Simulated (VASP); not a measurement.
# Ce2TeN2 (I4/mmm) in VASP: single point with PBEsol

Aim: the single point of Ce2TeN2 with PBEsol.

Everything below comes from runs of VASP 6.6.1. Logs are shortened: lines on timing, memory, paths and dates and some standing lists are left out, and cuts for length are marked.

**1. The cell of the first run**

Symmetry: I4/mmm, No. 139, tetragonal system. The conventional cell has a = 4.086 Å, b = 4.086 Å, c = 12.959 Å, α = 90.00°, β = 90.00°, γ = 90.00°. Te (site symmetry 4/mmm) has 10 Ce at 3.55 to 4.42 Å and 8 N at 3.83 Å and 4 Te at 4.09 Å within 4.7 Å. Ce (site symmetry 4mm) has 4 N at 2.36 Å within 3.1 Å. Within 3.1 Å of N (site symmetry -4m2) lie 4 Ce at 2.36 Å and 4 N at 2.89 Å.

**2. Single point, PBEsol**

Contents of INCAR:

```
PREC = Accurate ; ENCUT = 600
EDIFF = 1E-6 ; ISMEAR = -1
SIGMA = 0.1 ; LREAL = False
LASPH = True ; NELM = 200
ALGO = Normal ; ISIF = 2
LWAVE = False ; LCHARG = False
GGA = PS ; NBANDS = 28
GGA_COMPAT = False ; LMAXMIX = 6
```

Contents of KPOINTS:

```
Automatic mesh
0
Gamma
  6 6 6
```

Contents of POSCAR:

```
Ce2TeN2
1.0
    0.0000000000      4.0855580000      0.0000000000
    4.0855580000      0.0000000000      0.0000000000
    2.0427790000      2.0427790000     -6.4796190000
Te Ce N
1 2 2
Direct
    0.0000000000      0.0000000000      0.0000000000
    0.3413800000      0.3413800000      0.3172400000
    0.6586200000      0.6586200000      0.6827600000
    0.2500000000      0.7500000000      0.5000000000
    0.7500000000      0.2500000000      0.5000000000
```

Potentials or basis: VASP PAW PBE potentials, release 64 (Te, Ce, N).

The run is started by

```sh
cat potpaw_PBE.64/Te/POTCAR potpaw_PBE.64/Ce/POTCAR potpaw_PBE.64/N/POTCAR > POTCAR
mpirun -np 1 vasp_std > vasp.out
```

OUTCAR:

```text
PREC = Accurate
   ENCUT = 600
   EDIFF = 1E-6
   ISMEAR = -1
   LREAL = False
   LASPH = True
   NELM = 200
   ISIF = 2
   GGA = PS

 ion  position               nearest neighbor table
   1  0.000  0.000  0.000-
   2  0.341  0.341  0.317-   4 2.36   5 2.36   4 2.36   5 2.36
   3  0.659  0.659  0.683-   4 2.36   5 2.36   4 2.36   5 2.36
   4  0.250  0.750  0.500-   2 2.36   2 2.36   3 2.36   3 2.36
   5  0.750  0.250  0.500-   2 2.36   2 2.36   3 2.36   3 2.36

  LATTYP: Found a body centered tetragonal cell.
 ALAT       =     4.0855580000
 C/A-ratio  =     3.1719628017

  Lattice vectors:

 A1 = (  -2.0427790000,   2.0427790000,   6.4796190000)
 A2 = (   2.0427790000,  -2.0427790000,   6.4796190000)
 A3 = (   2.0427790000,   2.0427790000,  -6.4796190000)

Analysis of symmetry for initial positions (statically):
=====================================================================
 Subroutine PRICEL returns:
 Original cell was already a primitive cell.

 Routine SETGRP: Setting up the symmetry group for a
 body centered tetragonal supercell.

 Subroutine GETGRP returns: Found 16 space group operations
 (whereof 16 operations were pure point group operations)
 out of a pool of 16 trial point group operations.

The static configuration has the point symmetry D_4h.

Analysis of symmetry for dynamics (positions and initial velocities):
=====================================================================
 Subroutine PRICEL returns:
 Original cell was already a primitive cell.

 Routine SETGRP: Setting up the symmetry group for a
 body centered tetragonal supercell.

 Subroutine GETGRP returns: Found 16 space group operations
 (whereof 16 operations were pure point group operations)
 out of a pool of 16 trial point group operations.

The dynamic configuration has the point symmetry D_4h.

 Subroutine INISYM returns: Found 16 space group operations
 (whereof 16 operations are pure point group operations),
 and found     1 'primitive' translations

----------------------------------------------------------------------------------------

                                     Primitive cell

  volume of cell :     108.1564

  direct lattice vectors                    reciprocal lattice vectors
     0.000000000  4.085558000  0.000000000     0.000000000  0.244764607  0.077165031
     4.085558000  0.000000000  0.000000000     0.244764607  0.000000000  0.077165031
     2.042779000  2.042779000 -6.479619000     0.000000000  0.000000000 -0.154330062

  length of vectors
     4.085558000  4.085558000  7.094459421     0.256640127  0.256640127  0.154330062

  position of ions in fractional coordinates (direct lattice)
     0.000000000  0.000000000  0.000000000
     0.341380000  0.341380000  0.317240000
     0.658620000  0.658620000  0.682760000
     0.250000000  0.750000000  0.500000000
     0.750000000  0.250000000  0.500000000

  ion indices of the primitive-cell ions
   primitive index   ion index
                 1           1
                 2           2
                 3           3
                 4           4
                 5           5

----------------------------------------------------------------------------------------

 KPOINTS: Automatic mesh

Automatic generation of k-mesh.
 Grid dimensions read from file:
 generate k-points for:    6    6    6

 Generating k-lattice:

  Cartesian coordinates                     Fractional coordinates (reciprocal lattice)
     0.000000000  0.040794101  0.012860838     0.166666667  0.000000000  0.000000000
     0.040794101  0.000000000  0.012860838     0.000000000  0.166666667  0.000000000
     0.000000000  0.000000000 -0.025721677     0.000000000  0.000000000  0.166666667

  Length of vectors
     0.042773355  0.042773355  0.025721677

  Shift w.r.t. Gamma in fractional coordinates (k-lattice)
     0.000000000  0.000000000  0.000000000

 Subroutine IBZKPT returns following result:
 ===========================================

 Found     30 irreducible k-points:

 Following reciprocal coordinates:
            Coordinates               Weight
  0.000000  0.000000  0.000000      1.000000
  0.166667  0.000000 -0.000000      8.000000
  0.333333  0.000000 -0.000000      8.000000
  0.500000  0.000000  0.000000      4.000000
  0.166667  0.166667 -0.000000      8.000000
  0.333333  0.166667 -0.000000     16.000000
[... 16 lines left out ...]
 -0.333333 -0.333333  0.166667      4.000000
 -0.166667 -0.333333  0.166667     16.000000
 [... further k-points ...]
   k-points           NKPTS =     30   k-points in BZ     NKDIM =     30   number of bands    NBANDS=     28
   number of dos      NEDOS =    301   number of ions     NIONS =      5
   total plane-waves  NPLWV =  77760
   dimension x,y,z NGX =    36 NGY =   36 NGZ =   60
   dimension x,y,z NGXF=    72 NGYF=   72 NGZF=  120
   ions per type =               1   2   2
   NGX,Y,Z   is equivalent  to a cutoff of  14.65, 14.65, 14.06 a.u.
   NGXF,Y,Z  is equivalent  to a cutoff of  29.30, 29.30, 28.12 a.u.
 SYSTEM =  unknown system
   PREC   = accura    normal or accurate (medium, high low for compatibility)
   ISTART =      0    job   : 0-new  1-cont  2-samecut
   ICHARG =      2    charge: 1-file 2-atom 10-const
   ISPIN  =      1    spin polarized calculation?
   LNONCOLLINEAR =      F non collinear calculations
   LSORBIT =      F    spin-orbit coupling
   LASPH  =      T    aspherical Exc in radial PAW
   ENCUT  =  600.0 eV  44.10 Ry    6.64 a.u.   8.16  8.16 14.17*2*pi/ulx,y,z
   NELM   =    200;   NELMIN=  2; NELMDL= -5     # of ELM steps
   EDIFF  = 0.1E-05   stopping-criterion for ELM
   LREAL  =      F    real-space projection
   EDIFFG = 0.1E-04   stopping-criterion for IOM
   NSW    =      0    number of steps for IOM
   IBRION =     -1    ionic relax: 0-MD 1-quasi-New 2-CG
   NFREE  =      0    steps in history (QN), initial steepest desc. (CG)
   ISIF   =      2    stress and relaxation
   ISYM   =      2    0-nonsym 1-usesym 2-fastsym
   POTIM  = 0.5000    time-step for ionic-motion
   TEBEG  =    0.0;   TEEND  =   0.0 temperature during run
   PSTRESS=    0.0 pullay stress
   NELECT =      40.0000    total number of electrons
   NUPDOWN=      -1.0000    fix difference up-down
   EMIN   =  10.00;   EMAX   =-10.00  energy-range for DOS
   EFERMI =   0.00;   METHOD = LEGACY
   ISMEAR =    -1;   SIGMA  =   0.10  broadening in eV -4-tet -1-fermi 0-gaus
   EFERMI_NEDOS =   21; number of points for ismear=-14 and -15
   IALGO  =     38    algorithm
   IMIX   =      4    mixing-type and parameters
     AMIX     =   0.40;   BMIX     =  1.00
     AMIX_MAG =   1.60;   BMIX_MAG =  1.00
  volume/ion in A,a.u.               =      21.63       145.98
  Fermi-wavevector in a.u.,A,eV,Ry     =   1.175107  2.220630 18.787965  1.380876
  Thomas-Fermi vector in A             =   2.311493
   LORBIT       =      0    0 simple, 1 ext, 2 COOP (PROOUT), +10 PAW based schemes
   GGA     = PS    functional components
   LHFCALC =     F    Hartree Fock is set to
   AEXX    =    0.0000 exact exchange contribution
   IVDW    =     0    specifies the selected vdW correction
   LEPSILON=     F    determine dielectric tensor
   LRPA    =     F    only Hartree local field effects (RPA)
 non-spin polarized calculation
  energy-cutoff  :      600.00
  volume of cell :      108.16
 maximum number of plane-waves:      3637
 NGX is ok and might be reduce to    36
   NGX = 17   NGY = 17   NGZ = 29

 number of electron      40.0000002 magnetization

 Free energy of the ion-electron system (eV)
  ---------------------------------------------------
  ext. energy  EPLUGINS =         0.00000000
  ---------------------------------------------------
  free energy    TOTEN  =       -41.51042787 eV

  energy without entropy =      -41.48611167  energy(sigma->0) =      -41.49826977

 E-fermi :   6.1260     XC(G=0): -10.4548

 val. band max:        5.9762000300   @ k =   0.0000   0.0000   0.0000
 cond. band min:       6.5850162217   @ k =   0.0000   0.0000   0.0000
 fundamental gap:      0.6088161917
 Fermi energy:         6.1260161333

 k-point     1 :       0.0000    0.0000    0.0000
  band No.  band energies     occupation
      1     -27.8582      2.00000
      2     -27.7082      2.00000
      3     -11.6209      2.00000
      4     -10.6211      2.00000
      5     -10.6211      2.00000
      6     -10.3085      2.00000
[... 20 lines left out ...]
     27       6.9471      0.00054
     28       6.9524      0.00052

 k-point     2 :       0.1667    0.0000   -0.0000
  band No.  band energies     occupation
      1     -27.8419      2.00000
      2     -27.7117      2.00000
      3     -11.6179      2.00000
      4     -10.8864      2.00000
      5     -10.5874      2.00000
      6     -10.3528      2.00000
[... 20 lines left out ...]
     27       6.8962      0.00090
     28       6.9232      0.00069

 k-point     3 :       0.3333    0.0000   -0.0000
  band No.  band energies     occupation
      1     -27.8019      2.00000
      2     -27.7262      2.00000
      3     -11.6396      2.00000
      4     -11.3295      2.00000
      5     -10.4996      2.00000
      6     -10.4724      2.00000
[... 20 lines left out ...]
     27       6.8787      0.00108
     28       6.9006      0.00086

 k-point     4 :       0.5000    0.0000    0.0000
  band No.  band energies     occupation
      1     -27.7620      2.00000
      2     -27.7532      2.00000
      3     -11.6062      2.00000
      4     -11.5914      2.00000
      5     -10.4578      2.00000
      6     -10.3980      2.00000
[... 578 lines left out ...]
     27       6.9181      0.00073
     28       6.9393      0.00059

 k-point    23 :      -0.3333   -0.3333    0.1667
  band No.  band energies     occupation
      1     -27.7583      2.00000
      2     -27.7312      2.00000
      3     -11.6851      2.00000
      4     -11.5518      2.00000
      5     -10.8181      2.00000
      6     -10.5336      2.00000
[... 20 lines left out ...]
     27       6.9722      0.00042
     28       6.9727      0.00042

 k-point    24 :      -0.1667   -0.3333    0.1667
  band No.  band energies     occupation
      1     -27.7847      2.00000
      2     -27.7306      2.00000
      3     -11.6160      2.00000
      4     -11.3873      2.00000
      5     -10.7182      2.00000
      6     -10.4520      2.00000
[... 20 lines left out ...]
     27       6.9115      0.00078
     28       6.9482      0.00054

 [... further k-points ...]

------------------------ aborting loop because EDIFF is reached ----------------------------------------

  FORCE on cell =-STRESS in cart. coord.  units (eV):
  Direction    XX          YY          ZZ          XY          YZ          ZX
  --------------------------------------------------------------------------------------
  -------------------------------------------------------------------------------------
  Total       -7.9807422     -7.9807422     -6.4433060      0.0000000      0.0000000      0.0000000
  in kB     -118.2229068   -118.2229068    -95.4480608      0.0000000      0.0000000      0.0000000
  external PRESSURE =    -110.6312914 kB  Pullay stress =       0.0000000 kB

 VOLUME and BASIS-vectors are now :
 -----------------------------------------------------------------------------
  energy-cutoff  :      600.00
  volume of cell :      108.16
      direct lattice vectors                 reciprocal lattice vectors
     0.000000000  4.085558000  0.000000000     0.000000000  0.244764607  0.077165031
     4.085558000  0.000000000  0.000000000     0.244764607  0.000000000  0.077165031
     2.042779000  2.042779000 -6.479619000     0.000000000  0.000000000 -0.154330062

 POSITION                                       TOTAL-FORCE (eV/Angst)
 -----------------------------------------------------------------------------------
      0.00000      0.00000      0.00000        -0.000000      0.000000      0.000000
      2.04278      2.04278     -2.05559        -0.000000     -0.000000     -2.182162
      4.08556      4.08556     -4.42402         0.000000      0.000000      2.182162
      4.08556      2.04278     -3.23981         0.000000     -0.000000     -0.000000
      2.04278      4.08556     -3.23981         0.000000     -0.000000      0.000000
 -----------------------------------------------------------------------------------
    total drift:                                0.000000      0.000000     -0.000000

  FREE ENERGIE OF THE ION-ELECTRON SYSTEM (eV)
  ---------------------------------------------------
  free  energy   TOTEN  =       -41.5104278659 eV

  energy  without entropy=      -41.4861116739  energy(sigma->0) =      -41.49826977
```

Run time: 6.3 min. Hardware: 1 thread of Intel Xeon Platinum 8488C (Sapphire Rapids), shared host; peak memory 0.34 GiB.

Results:

| Item | Value |
| --- | --- |
| Free energy | -41.5104 eV |
| Pressure | -11.1 GPa |
| Largest force | 2.182 eV/Å |
| Band gap on the k mesh | 0.61 eV |

Forces in eV/Å, atoms in the order of the input:
```
Te   0.000  0.000  0.000
Ce   0.000  0.000 -2.182
Ce   0.000  0.000  2.182
N    0.000  0.000  0.000
N    0.000  0.000  0.000
```

Stress tensor (GPa, compression positive):
```
-11.82   0.00   0.00
  0.00 -11.82   0.00
  0.00   0.00  -9.54
```

Levels at points of the mesh, in eV from the valence-band top:
```csv
k point,band 18,band 19,band 20,band 21,band 22,band 23
"(0.00, 0.00, 0.00)",-0.47,0.00,0.00,0.61,0.72,0.75
"(0.50, 0.00, 0.00)",-1.31,-1.00,-0.37,0.70,0.74,0.79
"(0.50, 0.50, 0.00)",-0.91,-0.89,-0.89,0.76,0.81,0.82
"(0.00, 0.00, 0.50)",-0.91,-0.44,-0.44,0.66,0.67,0.76
```

Caveat: the cell stands under tension; the PAW data sets were made with another functional, which shifts forces and pressure a little; spin-orbit coupling is left out, which moves the levels of the heavy elements; semilocal functionals describe open f shells poorly, which spoils levels, moments and volumes. Spin polarisation is off, so any magnetic state and its effect on volume and gap are missing.
